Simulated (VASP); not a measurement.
# KCl (I4/mmm) in VASP: further runs, part 2 of 2

VASP 6.6.1. The steps go on from the part before.

### 3 Single point, PBE

This run uses another cell than the first one, of the same volume but with other edges.

Input file INCAR:

```
PREC = Accurate ; ENCUT = 520
EDIFF = 1E-6 ; ISMEAR = 0
SIGMA = 0.05 ; LREAL = False
LASPH = True ; NELM = 80
ALGO = Normal ; ISIF = 2
LWAVE = False ; LCHARG = False
GGA = PE ; NBANDS = 15
```

Input file KPOINTS:

```
Automatic mesh
0
Gamma
  8 8 8
```

Input file POSCAR:

```
KCl
1.0
    0.0000000000      2.8119069948      3.9760364906
    2.8119069948      0.0000000000      3.9760364906
    2.8119069948      2.8119069948      0.0000000000
K Cl
1 1
Direct
    0.0000000000      0.0000000000      0.0000000000
    0.5000000000      0.5000000000      0.5000000000
```

Potentials or basis: VASP PAW PBE potentials, release 64 (K_sv, Cl).

Launch:

```
> cat potpaw_PBE.64/K_sv/POTCAR potpaw_PBE.64/Cl/POTCAR > POTCAR
> mpirun -np 1 vasp_std > vasp.out
```

OUTCAR:

```text
PREC = Accurate
   ENCUT = 520
   EDIFF = 1E-6
   ISMEAR = 0
   LREAL = False
   LASPH = True
   NELM = 80
   ISIF = 2
   GGA = PE

 ion  position               nearest neighbor table
   1  0.000  0.000  0.000-   2 2.81   2 2.81   2 2.81   2 2.81
   2  0.500  0.500  0.500-   1 2.81   1 2.81   1 2.81   1 2.81

  LATTYP: Found a body centered tetragonal cell.
 ALAT       =     3.9766370082
 C/A-ratio  =     1.9996979772

  Lattice vectors:

 A1 = (  -2.8119069948,   0.0000000000,   3.9760364906)
 A2 = (   2.8119069948,   0.0000000000,   3.9760364906)
 A3 = (   0.0000000000,   2.8119069948,  -3.9760364906)

Analysis of symmetry for initial positions (statically):
=====================================================================
 Subroutine PRICEL returns:
 Original cell was already a primitive cell.

 Routine SETGRP: Setting up the symmetry group for a
 body centered tetragonal supercell.

 Subroutine GETGRP returns: Found 16 space group operations
 (whereof 16 operations were pure point group operations)
 out of a pool of 16 trial point group operations.

The static configuration has the point symmetry D_4h.

Analysis of symmetry for dynamics (positions and initial velocities):
=====================================================================
 Subroutine PRICEL returns:
 Original cell was already a primitive cell.

 Routine SETGRP: Setting up the symmetry group for a
 body centered tetragonal supercell.

 Subroutine GETGRP returns: Found 16 space group operations
 (whereof 16 operations were pure point group operations)
 out of a pool of 16 trial point group operations.

The dynamic configuration has the point symmetry D_4h.

 Subroutine INISYM returns: Found 16 space group operations
 (whereof 16 operations are pure point group operations),
 and found     1 'primitive' translations

----------------------------------------------------------------------------------------

                                     Primitive cell

  volume of cell :      62.8756

  direct lattice vectors                    reciprocal lattice vectors
     0.000000000  2.811906995  3.976036491    -0.177815269  0.177815269  0.125753373
[... 119 lines left out ...]
  energy-cutoff  :      520.00
  volume of cell :       62.88
 maximum number of plane-waves:      1750
   NGX = 19   NGY = 19   NGZ = 15

 number of electron      16.0000000 magnetization

 Free energy of the ion-electron system (eV)
  ---------------------------------------------------
  ext. energy  EPLUGINS =         0.00000000
  ---------------------------------------------------
  free energy    TOTEN  =        -6.33336161 eV

  energy without entropy =       -6.33336161  energy(sigma->0) =       -6.33336161

 E-fermi :  -1.5173     XC(G=0):  -7.3490

 val. band max:       -1.7411310118   @ k =   0.0000   0.0000   0.0000
 cond. band min:       2.9902531944   @ k =   0.0000   0.0000   0.0000
 fundamental gap:      4.7313842061
 Fermi energy:        -1.5173193168

 k-point     1 :       0.0000    0.0000    0.0000
  band No.  band energies     occupation
      1     -28.8212      2.00000
      2     -14.1223      2.00000
      3     -12.3899      2.00000
      4     -12.3158      2.00000
      5     -12.3158      2.00000
      6      -2.0938      2.00000
      7      -1.7411      2.00000
      8      -1.7411      2.00000
      9       2.9903      0.00000
     10       5.3625      0.00000
     11       7.4753      0.00000
     12       7.4753      0.00000
     13       7.5108      0.00000
     14       8.0087      0.00000
[... 401 lines left out ...]
      2     -14.4874      2.00000
      3     -12.3875      2.00000
      4     -12.3165      2.00000
      5     -11.8396      2.00000
      6      -2.8875      2.00000
      7      -2.2684      2.00000
      8      -2.2100      2.00000
      9       4.8476      0.00000
     10       6.1303      0.00000
     11       7.9971      0.00000
     12       8.8146      0.00000
     13       9.1347      0.00000
     14       9.3044      0.00000
     15      10.6435      0.00000

 [... further k-points ...]

------------------------ aborting loop because EDIFF is reached ----------------------------------------

  FORCE on cell =-STRESS in cart. coord.  units (eV):
  Direction    XX          YY          ZZ          XY          YZ          ZX
  --------------------------------------------------------------------------------------
  -------------------------------------------------------------------------------------
  Total        3.7492005      3.7492005     -0.4713407      0.0000000      0.0000000      0.0000000
  in kB       95.5359857     95.5359857    -12.0105602      0.0000000      0.0000000      0.0000000
  external PRESSURE =      59.6871371 kB  Pullay stress =       0.0000000 kB

 VOLUME and BASIS-vectors are now :
 -----------------------------------------------------------------------------
  energy-cutoff  :      520.00
  volume of cell :       62.88
      direct lattice vectors                 reciprocal lattice vectors
     0.000000000  2.811906995  3.976036491    -0.177815269  0.177815269  0.125753373
     2.811906995  0.000000000  3.976036491     0.177815269 -0.177815269  0.125753373
     2.811906995  2.811906995  0.000000000     0.177815269  0.177815269 -0.125753373

 POSITION                                       TOTAL-FORCE (eV/Angst)
 -----------------------------------------------------------------------------------
      0.00000      0.00000      0.00000        -0.000000      0.000000      0.000000
      2.81191      2.81191      3.97604         0.000000     -0.000000      0.000000
 -----------------------------------------------------------------------------------
    total drift:                                0.000000      0.000000      0.000000

  FREE ENERGIE OF THE ION-ELECTRON SYSTEM (eV)
  ---------------------------------------------------
  free  energy   TOTEN  =        -6.3333616132 eV

  energy  without entropy=       -6.3333616132  energy(sigma->0) =       -6.33336161
```

Run time: 73 s. Hardware: 1 thread of Intel Xeon 8259CL, shared host; peak memory 0.21 GiB.

Results:

```
Free energy            : -6.3334 eV
Pressure               : 6.0 GPa
Band gap on the k mesh : 4.73 eV
```

Stress tensor (GPa, compression positive):
```
 9.55  0.00  0.00
 0.00  9.55  0.00
 0.00  0.00 -1.20
```

Caveat: the cell stands under pressure. A k mesh can miss the band edges.

### 4 Single point, PBE

This run uses another cell than the first one, of the same volume but with other edges.

Input file INCAR:

```
PREC = Accurate
ENCUT = 520
EDIFF = 1E-6
ISMEAR = 0
SIGMA = 0.05
LREAL = F
LASPH = T
NELM = 80
ALGO = Normal
ISIF = 2
LWAVE = F
LCHARG = T
GGA = PE
LELF = T
LVHAR = T
NBANDS = 15
```

KPOINTS is that of step 3.

Input file POSCAR:

```
KCl
1.0
    0.0000000000      3.3317912246      2.8320225409
    3.3317912246      0.0000000000      2.8320225409
    3.3317912246      3.3317912246      0.0000000000
K Cl
1 1
Direct
    0.0000000000      0.0000000000      0.0000000000
    0.5000000000      0.5000000000      0.5000000000
```

Launch:

```
> cat potpaw_PBE.64/K_sv/POTCAR potpaw_PBE.64/Cl/POTCAR > POTCAR
> mpirun -np 1 vasp_std > vasp.out
```

Run time: 79 s. Hardware: 1 thread of Intel Xeon 8259CL, shared host; peak memory 0.23 GiB.

It converged, with:

- Free energy: -6.6428 eV
- Pressure: 2.3 GPa
- Band gap on the k mesh: 4.92 eV

Stress tensor (GPa, compression positive):
```
-0.70  0.00  0.00
 0.00 -0.70  0.00
 0.00  0.00  8.17
```

Levels at points of the mesh, in eV from the valence-band top:
```csv
k point,band 4,band 5,band 6,band 7,band 8,band 9,band 10,band 11,band 12,band 13
"(0.00, 0.00, 0.00)",-10.76,-10.76,-0.18,-0.18,0.00,4.92,7.98,7.98,8.69,8.99
"(0.50, 0.00, 0.00)",-10.78,-10.33,-1.22,-0.51,-0.50,7.38,8.33,10.31,10.54,10.62
"(0.50, 0.50, 0.00)",-10.84,-10.84,-0.51,-0.49,-0.49,6.22,8.48,10.43,10.49,10.74
"(0.50, 0.00, 0.50)",-10.86,-10.78,-0.87,-0.30,-0.20,6.55,7.98,9.48,10.25,10.60
```

 A k mesh can miss the band edges.

### 5 Single point, PBE

This run uses another cell than the first one, of the same volume but with other edges.

Input file INCAR:

```
SYSTEM = KCl
ALGO     = Normal         ! electronic algorithm
EDIFF    = 1E-6           ! SCF threshold, eV
ENCUT    = 520            ! plane-wave cutoff, eV
GGA      = PE             ! functional
ISIF     = 2              ! what is computed and relaxed
ISMEAR   = 0              ! smearing method
LASPH    = .True.         ! aspherical terms in the spheres
LCHARG   = .True.         ! write CHGCAR
LELF     = .True.         ! ELF
LREAL    = .False.        ! projectors in reciprocal space
LVHAR    = .True.       
LWAVE    = .False.        ! write WAVECAR
NBANDS   = 15             ! bands
NELM     = 80             ! most SCF steps
PREC     = Accurate       ! precision mode
SIGMA    = 0.05           ! smearing width, eV
```

Input file KPOINTS:

```
k-points
0
Gamma
  8 8 8
  0 0 0
```

Input file POSCAR:

```
KCl
1.0
    0.0000000000      2.9700038108      3.5640045729
    2.9700038108      0.0000000000      3.5640045729
    2.9700038108      2.9700038108      0.0000000000
K Cl
1 1
Direct
    0.0000000000      0.0000000000      0.0000000000
    0.5000000000      0.5000000000      0.5000000000
```

Potentials or basis: VASP PAW PBE potentials, release 64 (K_sv, Cl).

Launch:

```
> cat potpaw_PBE.64/K_sv/POTCAR potpaw_PBE.64/Cl/POTCAR > POTCAR
> mpirun -np 1 vasp_std > vasp.out
```

OUTCAR:

```text
SYSTEM = KCl
   EDIFF = 1E-6
   ENCUT = 520
   GGA = PE
   ISIF = 2
   ISMEAR = 0
   LASPH = .True.
   LREAL = .False.
   NELM = 80
   PREC = Accurate

 ion  position               nearest neighbor table
   1  0.000  0.000  0.000-   2 2.97   2 2.97   2 2.97   2 2.97
   2  0.500  0.500  0.500-   1 2.97   1 2.97   1 2.97   1 2.97

  LATTYP: Found a body centered tetragonal cell.
 ALAT       =     4.2002196695
 C/A-ratio  =     1.6970562748

  Lattice vectors:

 A1 = (  -2.9700038108,   0.0000000000,   3.5640045729)
 A2 = (   2.9700038108,   0.0000000000,   3.5640045729)
 A3 = (   0.0000000000,   2.9700038108,  -3.5640045729)

Analysis of symmetry for initial positions (statically):
=====================================================================
 Subroutine PRICEL returns:
 Original cell was already a primitive cell.

 Routine SETGRP: Setting up the symmetry group for a
 body centered tetragonal supercell.

 Subroutine GETGRP returns: Found 16 space group operations
 (whereof 16 operations were pure point group operations)
 out of a pool of 16 trial point group operations.

The static configuration has the point symmetry D_4h.

Analysis of symmetry for dynamics (positions and initial velocities):
=====================================================================
 Subroutine PRICEL returns:
 Original cell was already a primitive cell.

 Routine SETGRP: Setting up the symmetry group for a
 body centered tetragonal supercell.

 Subroutine GETGRP returns: Found 16 space group operations
 (whereof 16 operations were pure point group operations)
 out of a pool of 16 trial point group operations.

The dynamic configuration has the point symmetry D_4h.

 Subroutine INISYM returns: Found 16 space group operations
 (whereof 16 operations are pure point group operations),
 and found     1 'primitive' translations

----------------------------------------------------------------------------------------

[... 121 lines left out ...]
   LEPSILON=     F    determine dielectric tensor
   LRPA    =     F    only Hartree local field effects (RPA)
 non-spin polarized calculation
 Gauss-broadening in eV      SIGMA  =   0.05
  energy-cutoff  :      520.00
  volume of cell :       62.88
 maximum number of plane-waves:      1704
   NGX = 17   NGY = 17   NGZ = 15

 number of electron      16.0000002 magnetization

 Free energy of the ion-electron system (eV)
  ---------------------------------------------------
  ext. energy  EPLUGINS =         0.00000000
  ---------------------------------------------------
  free energy    TOTEN  =        -6.67230013 eV

  energy without entropy =       -6.67230013  energy(sigma->0) =       -6.67230013

 E-fermi :  -1.5014     XC(G=0):  -7.4576

 val. band max:       -1.8333946705   @ k =   0.0000   0.0000   0.0000
 cond. band min:       3.1812333220   @ k =   0.0000   0.0000   0.0000
 fundamental gap:      5.0146279925
 Fermi energy:        -1.5013876955

 k-point     1 :       0.0000    0.0000    0.0000
  band No.  band energies     occupation
      1     -29.0134      2.00000
      2     -14.0272      2.00000
      3     -12.5193      2.00000
      4     -12.4807      2.00000
      5     -12.4807      2.00000
      6      -1.9564      2.00000
      7      -1.8334      2.00000
      8      -1.8334      2.00000
      9       3.1812      0.00000
     10       5.8322      0.00000
     11       6.9591      0.00000
     12       6.9591      0.00000
     13       7.2206      0.00000
     14       7.7509      0.00000
[... 401 lines left out ...]
      2     -14.2369      2.00000
      3     -12.5384      2.00000
      4     -12.4880      2.00000
      5     -12.2013      2.00000
      6      -2.7602      2.00000
      7      -2.1855      2.00000
      8      -2.1523      2.00000
      9       5.1002      0.00000
     10       6.0422      0.00000
     11       7.9578      0.00000
     12       8.4502      0.00000
     13       8.5737      0.00000
     14       9.4074      0.00000
     15      10.3471      0.00000

 [... further k-points ...]

------------------------ aborting loop because EDIFF is reached ----------------------------------------

  FORCE on cell =-STRESS in cart. coord.  units (eV):
  Direction    XX          YY          ZZ          XY          YZ          ZX
  --------------------------------------------------------------------------------------
  -------------------------------------------------------------------------------------
  Total        1.5601069      1.5601069     -0.5491559      0.0000000      0.0000000     -0.0000000
  in kB       39.7541678     39.7541678    -13.9934240      0.0000000      0.0000000     -0.0000000
  external PRESSURE =      21.8383039 kB  Pullay stress =       0.0000000 kB

 VOLUME and BASIS-vectors are now :
 -----------------------------------------------------------------------------
  energy-cutoff  :      520.00
  volume of cell :       62.88
      direct lattice vectors                 reciprocal lattice vectors
     0.000000000  2.970003811  3.564004573    -0.168349952  0.168349952  0.140291627
     2.970003811  0.000000000  3.564004573     0.168349952 -0.168349952  0.140291627
     2.970003811  2.970003811  0.000000000     0.168349952  0.168349952 -0.140291627

 POSITION                                       TOTAL-FORCE (eV/Angst)
 -----------------------------------------------------------------------------------
      0.00000      0.00000      0.00000         0.000000     -0.000000     -0.000000
      2.97000      2.97000      3.56400        -0.000000      0.000000      0.000000
 -----------------------------------------------------------------------------------
    total drift:                                0.000000      0.000000      0.000000

  FREE ENERGIE OF THE ION-ELECTRON SYSTEM (eV)
  ---------------------------------------------------
  free  energy   TOTEN  =        -6.6723001321 eV

  energy  without entropy=       -6.6723001321  energy(sigma->0) =       -6.67230013
```

OSZICAR:

```text
N       E                     dE             d eps       ncg     rms          rms(c)
DAV:   1     0.102251463973E+03    0.10225E+03   -0.70788E+03  1770   0.954E+02
DAV:   2    -0.835385347970E+00   -0.10309E+03   -0.94833E+02  2331   0.237E+02
DAV:   3    -0.678690210490E+01   -0.59515E+01   -0.59169E+01  2451   0.504E+01
DAV:   4    -0.699735966199E+01   -0.21046E+00   -0.21040E+00  2657   0.862E+00
DAV:   5    -0.699930898659E+01   -0.19493E-02   -0.19493E-02  2535   0.905E-01    0.390E+00
DAV:   6    -0.667811491447E+01    0.32119E+00   -0.47848E-01  2218   0.349E+00    0.312E+00
DAV:   7    -0.665802292552E+01    0.20092E-01   -0.12794E-01  2379   0.200E+00    0.177E+00
DAV:   8    -0.667089269348E+01   -0.12870E-01   -0.20341E-02  2177   0.106E+00    0.232E-01
DAV:   9    -0.667144859276E+01   -0.55590E-03   -0.78718E-04  2457   0.177E-01    0.123E-01
DAV:  10    -0.667228826858E+01   -0.83968E-03   -0.92264E-04  1875   0.186E-01    0.274E-02
DAV:  11    -0.667229485106E+01   -0.65825E-05   -0.22040E-05  2698   0.299E-02    0.538E-03
DAV:  12    -0.667229998249E+01   -0.51314E-05   -0.63026E-06  1917   0.178E-02    0.230E-03
DAV:  13    -0.667230013209E+01   -0.14960E-06   -0.22577E-07  1956   0.353E-03
   1 F= -.66723001E+01 E0= -.66723001E+01  d E =-.789887E-23
```

Run time: 73 s. Hardware: 1 thread of Intel Xeon 8259CL, shared host; peak memory 0.22 GiB.

Results:

```yaml
Free_energy: -6.6723 eV
Pressure: 2.2 GPa
Band_gap_on_the_k_mesh: 5.01 eV
```

 A k mesh can miss the band edges.

### 6 Overview

```tsv
cell	gap on the mesh (eV)	pressure (GPa)
a = 4.339, b = 4.339, c = 5.010 Å, angles 54.7, 54.7, 70.5°, 2 atoms	3.93	9.9
a = 4.870, b = 4.870, c = 3.977 Å, angles 65.9, 65.9, 48.2°, 2 atoms	4.73	6.0
a = 4.373, b = 4.373, c = 4.712 Å, angles 57.4, 57.4, 65.2°, 2 atoms	4.92	2.3
a = 4.639, b = 4.639, c = 4.200 Å, angles 63.1, 63.1, 53.8°, 2 atoms	5.01	2.2
```

Alike in all rows: task single point; level PBE; potentials or basis VASP PAW PBE potentials, release 64 (K_sv, Cl); no spin polarisation; k mesh 8 × 8 × 8; cutoff (eV) 520; smearing gaussian 0.05 eV.

Caveats: the cell stands under pressure (at least some runs).

Total energies depend on the potentials used, so only differences within one code and one set of settings carry meaning.
